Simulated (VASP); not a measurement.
# InSb3 (Pm-3m) in VASP: a series of runs

Runs on InSb3. Level: PBEsol. Tasks: single point.

Program: VASP 6.6.1. These are calculated values, not measurements. Logs are shortened: lines on timing, memory, paths and dates and some standing lists are left out, and cuts for length are marked.

## (1) The cell of the first run

It takes space group Pm-3m (No. 221, cubic). The conventional cell has a = 4.770 Å, b = 4.770 Å, c = 4.770 Å, α = 90.00°, β = 90.00°, γ = 90.00°. Within 4.4 Å of In (site symmetry m-3m) lie 12 Sb at 3.37 Å. Sb (site symmetry 4/mmm) has 4 In at 3.37 Å and 8 Sb at 3.37 Å within 4.4 Å.

## (2) Single point, PBEsol (27.13 Å³/atom)

Contents of INCAR:

```
PREC = Accurate ; ENCUT = 520
EDIFF = 1E-6 ; ISMEAR = 0
SIGMA = 0.15 ; LREAL = F
LASPH = T ; NELM = 60
ALGO = Normal ; ISIF = 2
LWAVE = F ; LCHARG = T
GGA = PS ; LELF = T
LVHAR = T ; NBANDS = 22
```

Contents of KPOINTS:

```
Automatic mesh
0
Gamma
  10 10 10
```

Contents of POSCAR:

```
InSb3
1.0
    4.7701269694      0.0000000000      0.0000000000
    0.0000000000      4.7701269694      0.0000000000
    0.0000000000      0.0000000000      4.7701269694
In Sb
1 3
Direct
    0.0000000000      0.0000000000      0.0000000000
    0.5000000000      0.0000000000      0.5000000000
    0.0000000000      0.5000000000      0.5000000000
    0.5000000000      0.5000000000      0.0000000000
```

Potentials or basis: VASP PAW PBE potentials, release 64 (In_d, Sb).

The run is started by

```
$ cat potpaw_PBE.64/In_d/POTCAR potpaw_PBE.64/Sb/POTCAR > POTCAR
$ mpirun -np 1 vasp_std > vasp.out
```

OUTCAR:

```text
PREC = Accurate
   ENCUT = 520
   EDIFF = 1E-6
   ISMEAR = 0
   LREAL = F
   LASPH = T
   NELM = 60
   ISIF = 2
   GGA = PS

 ion  position               nearest neighbor table
   1  0.000  0.000  0.000-   2 3.37   3 3.37   4 3.37   2 3.37   3 3.37   3 3.37   4 3.37   3 3.37
                             2 3.37   4 3.37   2 3.37   4 3.37
   2  0.500  0.000  0.500-   1 3.37   3 3.37   4 3.37   1 3.37   4 3.37   3 3.37   4 3.37   4 3.37
                             1 3.37   3 3.37   1 3.37   3 3.37
   3  0.000  0.500  0.500-   1 3.37   2 3.37   4 3.37   1 3.37   4 3.37   1 3.37   2 3.37   1 3.37
                             2 3.37   4 3.37   4 3.37   2 3.37
   4  0.500  0.500  0.000-   1 3.37   2 3.37   3 3.37   2 3.37   3 3.37   1 3.37   2 3.37   2 3.37
                             1 3.37   3 3.37   3 3.37   1 3.37

  LATTYP: Found a simple cubic cell.
 ALAT       =     4.7701269694

  Lattice vectors:

 A1 = (   4.7701269694,   0.0000000000,   0.0000000000)
 A2 = (   0.0000000000,   4.7701269694,   0.0000000000)
 A3 = (   0.0000000000,   0.0000000000,   4.7701269694)

Analysis of symmetry for initial positions (statically):
=====================================================================
 Subroutine PRICEL returns:
 Original cell was already a primitive cell.

 Routine SETGRP: Setting up the symmetry group for a
 simple cubic supercell.

 Subroutine GETGRP returns: Found 48 space group operations
 (whereof 48 operations were pure point group operations)
 out of a pool of 48 trial point group operations.

The static configuration has the point symmetry O_h .

Analysis of symmetry for dynamics (positions and initial velocities):
=====================================================================
 Subroutine PRICEL returns:
 Original cell was already a primitive cell.

 Routine SETGRP: Setting up the symmetry group for a
 simple cubic supercell.

 Subroutine GETGRP returns: Found 48 space group operations
 (whereof 48 operations were pure point group operations)
 out of a pool of 48 trial point group operations.

The dynamic configuration has the point symmetry O_h .

 Subroutine INISYM returns: Found 48 space group operations
 (whereof 48 operations are pure point group operations),
 and found     1 'primitive' translations

----------------------------------------------------------------------------------------

                                     Primitive cell

  volume of cell :     108.5400

  direct lattice vectors                    reciprocal lattice vectors
     4.770126969  0.000000000  0.000000000     0.209638026  0.000000000  0.000000000
[... 93 lines left out ...]
   NSW    =      0    number of steps for IOM
   IBRION =     -1    ionic relax: 0-MD 1-quasi-New 2-CG
   NFREE  =      0    steps in history (QN), initial steepest desc. (CG)
   ISIF   =      2    stress and relaxation
   ISYM   =      2    0-nonsym 1-usesym 2-fastsym
   POTIM  = 0.5000    time-step for ionic-motion
   TEBEG  =    0.0;   TEEND  =   0.0 temperature during run
   PSTRESS=    0.0 pullay stress
   NELECT =      28.0000    total number of electrons
   NUPDOWN=      -1.0000    fix difference up-down
   EMIN   =  10.00;   EMAX   =-10.00  energy-range for DOS
   EFERMI =   0.00;   METHOD = LEGACY
   ISMEAR =     0;   SIGMA  =   0.15  broadening in eV -4-tet -1-fermi 0-gaus
   EFERMI_NEDOS =   21; number of points for ismear=-14 and -15
   IALGO  =     38    algorithm
   IMIX   =      4    mixing-type and parameters
     AMIX     =   0.40;   BMIX     =  1.00
     AMIX_MAG =   1.60;   BMIX_MAG =  1.00
  volume/ion in A,a.u.               =      27.13       183.12
  Fermi-wavevector in a.u.,A,eV,Ry     =   1.042152  1.969381 14.777015  1.086080
  Thomas-Fermi vector in A             =   2.176804
   LORBIT       =      0    0 simple, 1 ext, 2 COOP (PROOUT), +10 PAW based schemes
   GGA     = PS    functional components
   LHFCALC =     F    Hartree Fock is set to
   AEXX    =    0.0000 exact exchange contribution
   IVDW    =     0    specifies the selected vdW correction
   LEPSILON=     F    determine dielectric tensor
   LRPA    =     F    only Hartree local field effects (RPA)
 non-spin polarized calculation
 Gauss-broadening in eV      SIGMA  =   0.15
  energy-cutoff  :      520.00
  volume of cell :      108.54
 maximum number of plane-waves:      2968
 NGX is ok and might be reduce to    36
   NGX = 17   NGY = 17   NGZ = 17

 number of electron      28.0000019 magnetization

 Free energy of the ion-electron system (eV)
  ---------------------------------------------------
  ext. energy  EPLUGINS =         0.00000000
  ---------------------------------------------------
  free energy    TOTEN  =       -16.05927642 eV

  energy without entropy =      -16.04110738  energy(sigma->0) =      -16.05019190

 E-fermi :   7.9032     XC(G=0): -10.2787

 val. band max:        7.9018597278   @ k =   0.4000   0.1000   0.1000
 cond. band min:       7.9804201397   @ k =   0.4000   0.4000   0.2000
 fundamental gap:      0.0785604118
 Fermi energy:         7.9031581260

 k-point     1 :       0.0000    0.0000    0.0000
  band No.  band energies     occupation
      1      -6.4751      2.00000
      2      -6.4751      2.00000
      3      -6.4570      2.00000
      4      -6.4570      2.00000
      5      -6.4570      2.00000
      6      -4.3828      2.00000
[... 589 lines left out ...]
     21      13.3411      0.00000
     22      13.8294      0.00000

 [... further k-points ...]

------------------------ aborting loop because EDIFF is reached ----------------------------------------

  FORCE on cell =-STRESS in cart. coord.  units (eV):
  Direction    XX          YY          ZZ          XY          YZ          ZX
  --------------------------------------------------------------------------------------
  -------------------------------------------------------------------------------------
  Total       -1.0047565     -1.0047565     -1.0047565      0.0000000      0.0000000     -0.0000000
  in kB      -14.8313805    -14.8313805    -14.8313805      0.0000000      0.0000000     -0.0000000
  external PRESSURE =     -14.8313805 kB  Pullay stress =       0.0000000 kB

 VOLUME and BASIS-vectors are now :
 -----------------------------------------------------------------------------
  energy-cutoff  :      520.00
  volume of cell :      108.54
      direct lattice vectors                 reciprocal lattice vectors
     4.770126969  0.000000000  0.000000000     0.209638026  0.000000000  0.000000000
     0.000000000  4.770126969  0.000000000     0.000000000  0.209638026  0.000000000
     0.000000000  0.000000000  4.770126969     0.000000000  0.000000000  0.209638026

 POSITION                                       TOTAL-FORCE (eV/Angst)
 -----------------------------------------------------------------------------------
      0.00000      0.00000      0.00000         0.000000      0.000000      0.000000
      2.38506      0.00000      2.38506         0.000000      0.000000      0.000000
      0.00000      2.38506      2.38506         0.000000      0.000000      0.000000
      2.38506      2.38506      0.00000         0.000000      0.000000      0.000000
 -----------------------------------------------------------------------------------
    total drift:                                0.000000     -0.000000     -0.000000

  FREE ENERGIE OF THE ION-ELECTRON SYSTEM (eV)
  ---------------------------------------------------
  free  energy   TOTEN  =       -16.0592764167 eV

  energy  without entropy=      -16.0411073841  energy(sigma->0) =      -16.05019190
```

stdout:

```text
POSCAR found type information on POSCAR InSb
 POSCAR found :  2 types and       4 ions
 scaLAPACK will be used
 -----------------------------------------------------------------------------
|                                                                             |
|                                                                             |
|     You enforced a specific xc type in the INCAR file but a different       |
|     I HOPE YOU KNOW WHAT YOU ARE DOING!                                     |
|                                                                             |
 -----------------------------------------------------------------------------

 LDA part: xc-table for (Slater+PW92), standard interpolation
 POSCAR, INCAR and KPOINTS ok, starting setup
 FFT: planning ... GRIDC
 FFT: planning ... GRID_SOFT
 FFT: planning ... GRID
 WAVECAR not read
 entering main loop
```

It took 86 s on 1 thread of Intel Xeon 8259CL, shared host; peak memory 0.28 GiB.

Results:

```
Free energy            : -16.0593 eV
Pressure               : -1.5 GPa
Band gap on the k mesh : zero (bands 14 and 15 overlap by 4.72 eV)
```

Caveat: the PAW data sets were made with another functional, which shifts forces and pressure a little; spin-orbit coupling is left out, which moves the levels of the heavy elements.

## (3) Single point, PBEsol (27.84 Å³/atom)

This run uses another cell than the first one, of 27.84 Å³/atom.

Contents of INCAR:

```
SYSTEM = InSb3
PREC     = Accurate       ! precision mode
ENCUT    = 520            ! plane-wave cutoff, eV
EDIFF    = 1E-6           ! SCF threshold, eV
ISMEAR   = 0              ! smearing method
SIGMA    = 0.15           ! smearing width, eV
LREAL    = .False.        ! projectors in reciprocal space
LASPH    = .True.         ! aspherical terms in the spheres
NELM     = 80             ! most SCF steps
ALGO     = Normal         ! electronic algorithm
ISIF     = 2              ! what is computed and relaxed
LWAVE    = .False.        ! write WAVECAR
LCHARG   = .False.        ! write CHGCAR
GGA      = PS             ! functional
NBANDS   = 22             ! bands
```

Contents of KPOINTS:

```
regular mesh
0
Gamma
  10 10 10
  0 0 0
```

Contents of POSCAR:

```
InSb3
1.0
    4.8110854897      0.0000000000      0.0000000000
    0.0000000000      4.8110854897      0.0000000000
    0.0000000000      0.0000000000      4.8110854897
In Sb
1 3
Direct
    0.0000000000      0.0000000000      0.0000000000
    0.5000000000      0.0000000000      0.5000000000
    0.0000000000      0.5000000000      0.5000000000
    0.5000000000      0.5000000000      0.0000000000
```

Potentials or basis: VASP PAW PBE potentials, release 64 (In_d, Sb).

The run is started by

```
$ cat potpaw_PBE.64/In_d/POTCAR potpaw_PBE.64/Sb/POTCAR > POTCAR
$ mpirun -np 1 vasp_std > vasp.out
```

It took 1.9 min on 1 thread of Intel Xeon 8259CL, shared host; peak memory 0.29 GiB.

It converged, with:

| Property | Result |
| --- | --- |
| Free energy | -16.0218 eV |
| Pressure | -2.8 GPa |
| Band gap on the k mesh | zero (bands 14 and 15 overlap by 4.57 eV) |

Levels at points of the mesh, in eV from the Fermi level:
```
           k point  band 11  band 12  band 13  band 14  band 15  band 16  band 17  band 18
(0.00, 0.00, 0.00)    -4.21    -3.54     0.51     0.51     0.51     1.78     1.78     1.78
(0.50, 0.00, 0.00)    -2.83    -2.03    -2.03    -1.04    -0.80     2.04     2.22     2.22
(0.50, 0.50, 0.00)    -1.57    -1.57    -1.29    -1.03    -1.03    -0.40     1.11     3.30
(0.50, 0.50, 0.50)    -4.89    -4.89    -4.73     3.53     3.53     3.62     3.62     3.62
```

Caveat: the PAW data sets were made with another functional, which shifts forces and pressure a little; spin-orbit coupling is left out, which moves the levels of the heavy elements.

## (4) Single point, PBEsol (28.54 Å³/atom)

This run uses another cell than the first one, of 28.54 Å³/atom.

Contents of INCAR:

```
PREC     = Accurate       # precision mode
ENCUT    = 520            # plane-wave cutoff, eV
EDIFF    = 1E-6           # SCF threshold, eV
ISMEAR   = 0              # smearing method
SIGMA    = 0.15           # smearing width, eV
LREAL    = False          # projectors in reciprocal space
LASPH    = True           # aspherical terms in the spheres
NELM     = 100            # most SCF steps
ALGO     = Normal         # electronic algorithm
ISIF     = 2              # what is computed and relaxed
LWAVE    = False          # write WAVECAR
LCHARG   = False          # write CHGCAR
GGA      = PS             # functional
NBANDS   = 22             # bands
```

Contents of KPOINTS:

```
regular mesh
0
Gamma
  10 10 10
```

Contents of POSCAR:

```
InSb3
1.0
    4.8513582478      0.0000000000      0.0000000000
    0.0000000000      4.8513582478      0.0000000000
    0.0000000000      0.0000000000      4.8513582478
In Sb
1 3
Direct
    0.0000000000      0.0000000000      0.0000000000
    0.5000000000      0.0000000000      0.5000000000
    0.0000000000      0.5000000000      0.5000000000
    0.5000000000      0.5000000000      0.0000000000
```

The run is started by

```
$ cat potpaw_PBE.64/In_d/POTCAR potpaw_PBE.64/Sb/POTCAR > POTCAR
$ mpirun -np 1 vasp_std > vasp.out
```

Run time: 86 s. Hardware: 1 thread of Intel Xeon 8259CL, shared host; peak memory 0.29 GiB.

It converged, with:

```yaml
Free_energy: -15.9635 eV
Pressure: -3.9 GPa
Band_gap_on_the_k_mesh: zero (bands 14 and 15 overlap by 4.42 eV)
```

Levels at points of the mesh, in eV from the Fermi level:
| k point | band 10 | band 11 | band 12 | band 13 | band 14 | band 15 | band 16 | band 17 | band 18 | band 19 |
| --- | --- | --- | --- | --- | --- | --- | --- | --- | --- | --- |
| (0.00, 0.00, 0.00) | -4.09 | -4.09 | -3.53 | 0.50 | 0.50 | 0.50 | 1.75 | 1.75 | 1.75 | 4.73 |
| (0.50, 0.00, 0.00) | -2.75 | -2.75 | -1.95 | -1.95 | -0.99 | -0.76 | 1.93 | 2.16 | 2.16 | 2.38 |
| (0.50, 0.50, 0.00) | -2.40 | -1.56 | -1.56 | -1.24 | -1.00 | -1.00 | -0.43 | 1.15 | 3.20 | 3.41 |
| (0.50, 0.50, 0.50) | -4.75 | -4.75 | -4.75 | -4.67 | 3.42 | 3.42 | 3.51 | 3.51 | 3.51 | 6.29 |

Caveat: the cell stands under tension; the PAW data sets were made with another functional, which shifts forces and pressure a little; spin-orbit coupling is left out, which moves the levels of the heavy elements.

## (5) Summary

```csv
cell,gap on the mesh (eV),pressure (GPa)
"a = 4.770 Å, 4 atoms",none,-1.5
"a = 4.811 Å, 4 atoms",none,-2.8
"a = 4.851 Å, 4 atoms",none,-3.9
```

Alike in all rows: task single point; level PBEsol; potentials or basis VASP PAW PBE potentials, release 64 (In_d, Sb); no spin polarisation; k mesh 10 × 10 × 10; cutoff (eV) 520; smearing gaussian 0.15 eV.

Caveats: the PAW data sets were made with another functional, which shifts forces and pressure a little; spin-orbit coupling is left out, which moves the levels of the heavy elements; the cell stands under tension (at least some runs).

Absolute energies hang on the potentials; compare differences alone.

The gap in the log of VASP goes by the Fermi energy; the results here count the filled bands.